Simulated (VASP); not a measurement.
A run of VASP 6.6.1:

Contents of INCAR:

```
SYSTEM = NdCdC
  PREC = Accurate
  ENCUT = 600
  EDIFF = 1E-7
  ISMEAR = 0
  SIGMA = 0.1
  LREAL = .FALSE.
  LASPH = .TRUE.
  NELM = 200
  ALGO = Normal
  ISIF = 3
  LWAVE = .FALSE.
  LCHARG = .FALSE.
  GGA = PE
  IBRION = 2
  NSW = 100
  EDIFFG = -0.01
  GGA_COMPAT = .FALSE.
  NELMIN = 4
  LMAXMIX = 6
```

The input KPOINTS:

```
Automatic mesh
0
G
  12 12 12
  0 0 0
```

Contents of POSCAR:

```
NdCdC
1.0
    3.9672196591      0.0000000000      0.0000000000
   -1.9836098296      3.4357130072      0.0000000000
    0.0000000000      0.0000000000      4.1894694046
Nd Cd C
1 1 1
Direct
    0.0000000000      0.0000000000      0.0000000000
    0.6666666667      0.3333333333      0.5000000000
    0.3333333333      0.6666666667      0.5000000000
```

Potentials or basis: VASP PAW PBE potentials, release 64 (Nd_3, Cd, C), 4f in core.

Launch:

```sh
$ cat potpaw_PBE.64/Nd_3/POTCAR potpaw_PBE.64/Cd/POTCAR potpaw_PBE.64/C/POTCAR > POTCAR
$ mpirun -np 1 vasp_std > vasp.out
```

Hardware: 1 thread of AMD EPYC 7R13 Processor (Zen 3), on a shared host.

**Question.** How long does it take, and how much memory?

**Answer.** Run time: 6.6 min on 1 thread of AMD EPYC 7R13 Processor (Zen 3), on a shared host, peak memory 0.31 GiB. Counts: scf iterations 43, k points 133, ion steps 4.
